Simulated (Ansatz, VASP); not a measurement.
**One calculation of Zn, two programs**

```
Zn
1.0
     1.42876    0.82490    6.38675
    -1.42876    0.82490    6.38675
     0.00000   -1.64980    6.38675
Zn
3
Direct
  0.00000 0.00000 0.00000
  0.22218 0.22218 0.22218
  0.77782 0.77782 0.77782
```

Alike in both runs: functional PBE; k mesh 9 × 9 × 9; occupations gaussian, width 0.1 eV; no spin polarisation.

Ansatz relaxed the structure, and its values are those at the end. VASP's run is a single point on that final structure, the one shown.

```csv
,VASP,Ansatz
version,VASP 6.6.1,Ansatz 0.2.0
potentials or method,"VASP PAW PBE potentials, release 64 (Zn), cutoff 520 eV","scalar-relativistic, plane waves, PAW"
valence electrons in the cell,36,36
```

```tsv
	VASP	Ansatz	Ansatz less VASP
gap on the k mesh at the Fermi level (eV)	none	none	-
pressure (GPa)	0.1	-0.2	-0.33
```

A gap of «none» marks a metal or a gap that the smearing closes.
